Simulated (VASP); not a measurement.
# CuBiH3 (R-3c) in VASP: further runs

Runs on CuBiH3. Level: PBE. Tasks: single point.

All numbers are computed with VASP 6.6.1; they aren't measurements. Logs are shortened: lines on timing, memory, paths and dates and some standing lists are left out, and cuts for length are marked.

### Step 1. The cell of the first run

The structure is trigonal, space group R-3c (No. 167). Conventional cell: a = 5.189 Å, b = 5.189 Å, c = 12.683 Å, α = 90.00°, β = 90.00°, γ = 120.00°. Within 3.3 Å of Cu (site symmetry 32) lie 12 H at 2.46 to 2.72 Å and 8 Bi at 3.17 to 3.18 Å. Bi (site symmetry -3) has 6 H at 1.84 Å within 2.4 Å. Within 2.4 Å of H (site symmetry 2) lie 2 Bi at 1.84 Å.

### Step 2. Single point, PBE

File INCAR:

```
SYSTEM = CuBiH3
PREC     = Accurate       ! precision mode
ENCUT    = 520            ! plane-wave cutoff, eV
EDIFF    = 1E-6           ! SCF threshold, eV
ISMEAR   = 0              ! smearing method
SIGMA    = 0.1            ! smearing width, eV
LREAL    = .FALSE.        ! projectors in reciprocal space
LASPH    = .TRUE.         ! aspherical terms in the spheres
NELM     = 60             ! most SCF steps
ALGO     = Normal         ! electronic algorithm
ISIF     = 2              ! what is computed and relaxed
LWAVE    = .FALSE.        ! write WAVECAR
LCHARG   = .FALSE.        ! write CHGCAR
GGA      = PE             ! functional
NBANDS   = 40             ! bands
```

File KPOINTS:

```
Automatic mesh
0
G
  6 6 6
  0 0 0
```

File POSCAR:

```
CuBiH3
1.0
    2.5947239207      1.4980645541      4.2277218111
   -2.5947239207      1.4980645541      4.2277218111
    0.0000000000     -2.9961291082      4.2277218111
Cu Bi H
2 2 6
Direct
    0.7500000000      0.7500000000      0.7500000000
    0.2500000000      0.2500000000      0.2500000000
    0.5000000000      0.5000000000      0.5000000000
    0.0000000000      0.0000000000      0.0000000000
    0.2250000000      0.2750000000      0.7500000000
    0.2750000000      0.7500000000      0.2250000000
    0.7750000000      0.7250000000      0.2500000000
    0.2500000000      0.7750000000      0.7250000000
    0.7250000000      0.2500000000      0.7750000000
    0.7500000000      0.2250000000      0.2750000000
```

Potentials or basis: VASP PAW PBE potentials, release 64 (Cu, Bi_d, H).

Launch:

```
$ cat potpaw_PBE.64/Cu/POTCAR potpaw_PBE.64/Bi_d/POTCAR potpaw_PBE.64/H/POTCAR > POTCAR
$ mpirun -np 1 vasp_std > vasp.out
```

OUTCAR:

```text
SYSTEM = CuBiH3
   PREC = Accurate
   ENCUT = 520
   EDIFF = 1E-6
   ISMEAR = 0
   LREAL = .FALSE.
   LASPH = .TRUE.
   NELM = 60
   ISIF = 2
   GGA = PE

 ion  position               nearest neighbor table
   1  0.750  0.750  0.750-   3 3.17   4 3.17   3 3.18   3 3.18   4 3.18   4 3.18   3 3.18   4 3.18

   2  0.250  0.250  0.250-   3 3.17   4 3.17   4 3.18   4 3.18   3 3.18   3 3.18   4 3.18   3 3.18

   3  0.500  0.500  0.500-   8 1.84  10 1.84   9 1.84   6 1.84   7 1.84   5 1.84   1 3.17   2 3.17
                             2 3.18   2 3.18   1 3.18   1 3.18   2 3.18   1 3.18   4 3.67   4 3.67
   4  0.000  0.000  0.000-   6 1.84   9 1.84   8 1.84  10 1.84   7 1.84   5 1.84   1 3.17   2 3.17
                             1 3.18   1 3.18   2 3.18   2 3.18   1 3.18   2 3.18   3 3.67   3 3.67
   5  0.225  0.275  0.750-   3 1.84   4 1.84
   6  0.275  0.750  0.225-   4 1.84   3 1.84
   7  0.775  0.725  0.250-   3 1.84   4 1.84
   8  0.250  0.775  0.725-   3 1.84   4 1.84
   9  0.725  0.250  0.775-   4 1.84   3 1.84
  10  0.750  0.225  0.275-   3 1.84   4 1.84

  LATTYP: Found a trigonal (rhomboedric) cell.
 ALAT       =     5.1817392201
 COS(alpha) =     0.4985112421

  Lattice vectors:

 A1 = (   2.5947239207,   1.4980645541,   4.2277218111)
 A2 = (  -2.5947239207,   1.4980645541,   4.2277218111)
 A3 = (   0.0000000000,  -2.9961291082,   4.2277218111)

Analysis of symmetry for initial positions (statically):
=====================================================================
 Subroutine PRICEL returns:
 Original cell was already a primitive cell.

 Routine SETGRP: Setting up the symmetry group for a
 trigonal (rhombohedral) supercell.

 Subroutine GETGRP returns: Found 12 space group operations
 (whereof  6 operations were pure point group operations)
 out of a pool of 12 trial point group operations.

The static configuration has the point symmetry S_6 .
 The point group associated with its full space group is D_3d.

Analysis of symmetry for dynamics (positions and initial velocities):
=====================================================================
 Subroutine PRICEL returns:
 Original cell was already a primitive cell.

 Routine SETGRP: Setting up the symmetry group for a
 trigonal (rhombohedral) supercell.

 Subroutine GETGRP returns: Found 12 space group operations
 (whereof  6 operations were pure point group operations)
 out of a pool of 12 trial point group operations.

The dynamic configuration has the point symmetry S_6 .
 The point group associated with its full space group is D_3d.

 Subroutine INISYM returns: Found 12 space group operations
 (whereof  6 operations are pure point group operations),
 and found     1 'primitive' translations

----------------------------------------------------------------------------------------

                                     Primitive cell

  volume of cell :      98.6005

  direct lattice vectors                    reciprocal lattice vectors
     2.594723921  1.498064554  4.227721811     0.192698728  0.111254663  0.078844671
    -2.594723921  1.498064554  4.227721811    -0.192698728  0.111254663  0.078844671
     0.000000000 -2.996129108  4.227721811     0.000000000 -0.222509325  0.078844671

  length of vectors
     5.181739220  5.181739220  5.181739220     0.236065419  0.236065419  0.236065419

  position of ions in fractional coordinates (direct lattice)
     0.750000000  0.750000000  0.750000000
     0.250000000  0.250000000  0.250000000
     0.500000000  0.500000000  0.500000000
     0.000000000  0.000000000  0.000000000
     0.225000000  0.275000000  0.750000000
     0.275000000  0.750000000  0.225000000
     0.775000000  0.725000000  0.250000000
     0.250000000  0.775000000  0.725000000
     0.725000000  0.250000000  0.775000000
     0.750000000  0.225000000  0.275000000

  ion indices of the primitive-cell ions
   primitive index   ion index
                 1           1
                 2           2
                 3           3
                 4           4
                 5           5
                 6           6
                 7           7
                 8           8
                 9           9
                10          10

----------------------------------------------------------------------------------------

 KPOINTS: Automatic mesh

Automatic generation of k-mesh.
 Grid dimensions read from file:
 generate k-points for:    6    6    6

 Generating k-lattice:

  Cartesian coordinates                     Fractional coordinates (reciprocal lattice)
     0.032116455  0.018542444  0.013140778     0.166666667 -0.000000000  0.000000000
    -0.032116455  0.018542444  0.013140778    -0.000000000  0.166666667  0.000000000
     0.000000000 -0.037084888  0.013140778     0.000000000  0.000000000  0.166666667

  Length of vectors
     0.039344236  0.039344236  0.039344236

  Shift w.r.t. Gamma in fractional coordinates (k-lattice)
     0.000000000  0.000000000  0.000000000

 Subroutine IBZKPT returns following result:
 ===========================================

 Found     32 irreducible k-points:

 Following reciprocal coordinates:
            Coordinates               Weight
  0.000000  0.000000  0.000000      1.000000
  0.166667  0.000000 -0.000000      6.000000
  0.333333 -0.000000  0.000000      6.000000
  0.500000  0.000000  0.000000      3.000000
  0.166667  0.166667  0.000000      6.000000
  0.333333  0.166667  0.000000     12.000000
[... 16 lines left out ...]
  0.500000  0.500000  0.166667      6.000000
 -0.333333  0.500000  0.166667     12.000000
 [... further k-points ...]
   k-points           NKPTS =     32   k-points in BZ     NKDIM =     32   number of bands    NBANDS=     40
   number of dos      NEDOS =    301   number of ions     NIONS =     10
   total plane-waves  NPLWV =  64000
   dimension x,y,z NGX =    40 NGY =   40 NGZ =   40
   dimension x,y,z NGXF=    80 NGYF=   80 NGZF=   80
   ions per type =               2   2   6
   NGX,Y,Z   is equivalent  to a cutoff of  12.83, 12.83, 12.83 a.u.
   NGXF,Y,Z  is equivalent  to a cutoff of  25.67, 25.67, 25.67 a.u.
 SYSTEM =  CuBiH3
   PREC   = accura    normal or accurate (medium, high low for compatibility)
   ISTART =      0    job   : 0-new  1-cont  2-samecut
   ICHARG =      2    charge: 1-file 2-atom 10-const
   ISPIN  =      1    spin polarized calculation?
   LNONCOLLINEAR =      F non collinear calculations
   LSORBIT =      F    spin-orbit coupling
   LASPH  =      T    aspherical Exc in radial PAW
   ENCUT  =  520.0 eV  38.22 Ry    6.18 a.u.   9.63  9.63  9.63*2*pi/ulx,y,z
   NELM   =     60;   NELMIN=  2; NELMDL= -5     # of ELM steps
   EDIFF  = 0.1E-05   stopping-criterion for ELM
   LREAL  =      F    real-space projection
   EDIFFG = 0.1E-04   stopping-criterion for IOM
   NSW    =      0    number of steps for IOM
   IBRION =     -1    ionic relax: 0-MD 1-quasi-New 2-CG
   NFREE  =      0    steps in history (QN), initial steepest desc. (CG)
   ISIF   =      2    stress and relaxation
   ISYM   =      2    0-nonsym 1-usesym 2-fastsym
   POTIM  = 0.5000    time-step for ionic-motion
   TEBEG  =    0.0;   TEEND  =   0.0 temperature during run
   PSTRESS=    0.0 pullay stress
   NELECT =      58.0000    total number of electrons
   NUPDOWN=      -1.0000    fix difference up-down
   EMIN   =  10.00;   EMAX   =-10.00  energy-range for DOS
   EFERMI =   0.00;   METHOD = LEGACY
   ISMEAR =     0;   SIGMA  =   0.10  broadening in eV -4-tet -1-fermi 0-gaus
   EFERMI_NEDOS =   21; number of points for ismear=-14 and -15
   IALGO  =     38    algorithm
   IMIX   =      4    mixing-type and parameters
     AMIX     =   0.40;   BMIX     =  1.00
     AMIX_MAG =   1.60;   BMIX_MAG =  1.00
  volume/ion in A,a.u.               =       9.86        66.54
  Fermi-wavevector in a.u.,A,eV,Ry     =   1.371696  2.592129 25.600022  1.881549
  Thomas-Fermi vector in A             =   2.497369
   LORBIT       =      0    0 simple, 1 ext, 2 COOP (PROOUT), +10 PAW based schemes
   GGA     = PE    functional components
   LHFCALC =     F    Hartree Fock is set to
   AEXX    =    0.0000 exact exchange contribution
   IVDW    =     0    specifies the selected vdW correction
   LEPSILON=     F    determine dielectric tensor
   LRPA    =     F    only Hartree local field effects (RPA)
 non-spin polarized calculation
 Gauss-broadening in eV      SIGMA  =   0.10
  energy-cutoff  :      520.00
  volume of cell :       98.60
 maximum number of plane-waves:      2685
 NGX is ok and might be reduce to    40
   NGX = 19   NGY = 19   NGZ = 19

 number of electron      57.9999971 magnetization

 Free energy of the ion-electron system (eV)
  ---------------------------------------------------
  ext. energy  EPLUGINS =         0.00000000
  ---------------------------------------------------
  free energy    TOTEN  =       -23.27065779 eV

  energy without entropy =      -23.24586859  energy(sigma->0) =      -23.25826319

 E-fermi :   7.6925     XC(G=0): -11.0691

 val. band max:        7.6907498040   @ k =  -0.3333   0.5000   0.1667
 cond. band min:       7.7521092668   @ k =  -0.3333   0.5000   0.1667
 fundamental gap:      0.0613594628
 Fermi energy:         7.6924835557

 k-point     1 :       0.0000    0.0000    0.0000
  band No.  band energies     occupation
      1     -16.1452      2.00000
      2     -16.1452      2.00000
      3     -15.8122      2.00000
      4     -15.8122      2.00000
      5     -15.8028      2.00000
      6     -15.8028      2.00000
[... 32 lines left out ...]
     39      17.7429      0.00000
     40      17.9709      0.00000

 k-point     2 :       0.1667    0.0000   -0.0000
  band No.  band energies     occupation
      1     -16.1240      2.00000
      2     -16.1240      2.00000
      3     -15.8355      2.00000
      4     -15.8355      2.00000
      5     -15.7985      2.00000
      6     -15.7980      2.00000
[... 935 lines left out ...]
     39      14.8075      0.00000
     40      16.2873      0.00000

 k-point    24 :      -0.3333    0.5000    0.1667
  band No.  band energies     occupation
      1     -16.1047      2.00000
      2     -16.0560      2.00000
      3     -15.9186      2.00000
      4     -15.8557      2.00000
      5     -15.7978      2.00000
      6     -15.7778      2.00000
[... 32 lines left out ...]
     39      14.7990      0.00000
     40      16.8556      0.00000

 [... further k-points ...]
[... 5 lines left out ...]
  --------------------------------------------------------------------------------------
  -------------------------------------------------------------------------------------
  Total       20.1383915     20.1383915     19.9301249      0.0000000      0.0000000      0.0000000
  in kB      327.2321955    327.2321955    323.8480344      0.0000000      0.0000000      0.0000000
  external PRESSURE =     326.1041418 kB  Pullay stress =       0.0000000 kB

 VOLUME and BASIS-vectors are now :
 -----------------------------------------------------------------------------
  energy-cutoff  :      520.00
  volume of cell :       98.60
      direct lattice vectors                 reciprocal lattice vectors
     2.594723921  1.498064554  4.227721811     0.192698728  0.111254663  0.078844671
    -2.594723921  1.498064554  4.227721811    -0.192698728  0.111254663  0.078844671
     0.000000000 -2.996129108  4.227721811     0.000000000 -0.222509325  0.078844671

 POSITION                                       TOTAL-FORCE (eV/Angst)
 -----------------------------------------------------------------------------------
      0.00000      0.00000      9.51237         0.000000     -0.000000     -0.000000
      0.00000      0.00000      3.17079        -0.000000      0.000000     -0.000000
      0.00000      0.00000      6.34158         0.000000      0.000000     -0.000000
      0.00000      0.00000      0.00000        -0.000000      0.000000     -0.000000
     -0.12974     -1.49806      5.28465        -0.305575     -0.000000     -0.000000
     -1.23249      0.86139      5.28465         0.152787      0.264636     -0.000000
      0.12974      1.49806      7.39851         0.305575      0.000000      0.000000
     -1.36223     -0.63668      7.39851        -0.152787      0.264636     -0.000000
      1.23249     -0.86139      7.39851        -0.152787     -0.264636     -0.000000
      1.36223      0.63668      5.28465         0.152787     -0.264636     -0.000000
 -----------------------------------------------------------------------------------
    total drift:                                0.000000      0.000000      0.000000

  FREE ENERGIE OF THE ION-ELECTRON SYSTEM (eV)
  ---------------------------------------------------
  free  energy   TOTEN  =       -23.2706577890 eV

  energy  without entropy=      -23.2458685884  energy(sigma->0) =      -23.25826319
```

Wall time 2.3 min (1 thread of Intel Xeon Platinum 8259CL at 2.50GHz (Skylake/Cascade Lake), shared host); peak memory 0.31 GiB.

What came out:

- Free energy: -23.2707 eV
- Pressure: 32.6 GPa
- Largest force: 0.306 eV/Å
- Band gap on the k mesh: zero (band 29 reaches 8.67 eV, above the bottom of band 30 at 6.80 eV)

Forces on the atoms (eV/Å):
```
Cu   0.000  0.000  0.000
Cu   0.000  0.000  0.000
Bi   0.000  0.000  0.000
Bi   0.000  0.000  0.000
H   -0.306  0.000  0.000
H    0.153  0.265  0.000
H    0.306  0.000  0.000
H   -0.153  0.265  0.000
H   -0.153 -0.265  0.000
H    0.153 -0.265  0.000
```

Stress tensor (GPa, compression positive):
```
32.72  0.00  0.00
 0.00 32.72  0.00
 0.00  0.00 32.38
```

Caveat: spin-orbit coupling is left out, which moves the levels of the heavy elements.

### Step 3. Single point, PBE

This run uses another cell than the first one, of 11.90 Å³/atom, 1.207 times its volume.

File INCAR:

```
SYSTEM = CuBiH3
  PREC = Accurate
  ENCUT = 520
  EDIFF = 1E-7
  ISMEAR = 0
  SIGMA = 0.1
  LREAL = .False.
  LASPH = .True.
  NELM = 60
  ALGO = Normal
  ISIF = 2
  LWAVE = .False.
  LCHARG = .False.
  GGA = PE
  NBANDS = 40
```

File KPOINTS:

```
regular mesh
0
Gamma
  6 6 6
  0 0 0
```

File POSCAR:

```
CuBiH3
1.0
    2.9110966246      1.6807224198      4.0534011374
   -2.9110966246      1.6807224198      4.0534011374
    0.0000000000     -3.3614448397      4.0534011374
Cu Bi H
2 2 6
Direct
    0.7500000000      0.7500000000      0.7500000000
    0.2500000000      0.2500000000      0.2500000000
    0.5000000000      0.5000000000      0.5000000000
    0.0000000000      0.0000000000      0.0000000000
    0.0265757431      0.4734242569      0.7500000000
    0.4734242569      0.7500000000      0.0265757431
    0.9734242569      0.5265757431      0.2500000000
    0.2500000000      0.9734242569      0.5265757431
    0.5265757431      0.2500000000      0.9734242569
    0.7500000000      0.0265757431      0.4734242569
```

Potentials or basis: VASP PAW PBE potentials, release 64 (Cu, Bi_d, H).

Launch:

```
$ cat potpaw_PBE.64/Cu/POTCAR potpaw_PBE.64/Bi_d/POTCAR potpaw_PBE.64/H/POTCAR > POTCAR
$ mpirun -np 1 vasp_std > vasp.out
```

It took 3 min on 1 thread of Intel Xeon Platinum 8259CL at 2.50GHz (Skylake/Cascade Lake), shared host; peak memory 0.32 GiB.

It converged, with:

- Free energy: -30.6375 eV
- Pressure: 0.1 GPa
- Largest force: 0.035 eV/Å
- Band gap on the k mesh: zero (band 29 reaches 7.15 eV, above the bottom of band 30 at 4.53 eV)

Forces in eV/Å, atoms in the order of the input:
```
Cu   0.000  0.000  0.000
Cu   0.000  0.000  0.000
Bi   0.000  0.000  0.000
Bi   0.000  0.000  0.000
H    0.035  0.000  0.000
H   -0.018 -0.031  0.000
H   -0.035  0.000  0.000
H    0.018 -0.031  0.000
H    0.018  0.031  0.000
H   -0.018  0.031  0.000
```

Stress tensor (GPa, compression positive):
```
 0.16  0.00  0.00
 0.00  0.16  0.00
 0.00  0.00 -0.10
```

Levels at points of the mesh, in eV from the Fermi level:
```csv
k point,band 26,band 27,band 28,band 29,band 30,band 31,band 32,band 33
"(0.00, 0.00, 0.00)",-2.22,-2.04,-2.04,-1.00,-0.99,-0.99,-0.69,1.98
"(0.50, 0.00, 0.00)",-2.23,-1.63,-1.63,-0.54,-0.54,1.52,1.52,3.34
"(0.50, 0.50, 0.00)",-2.44,-1.11,-0.41,0.50,0.86,1.40,2.53,2.67
"(0.50, 0.50, 0.50)",-2.37,-2.37,-2.37,1.62,1.62,2.05,2.05,2.05
```

Caveat: spin-orbit coupling is left out, which moves the levels of the heavy elements.
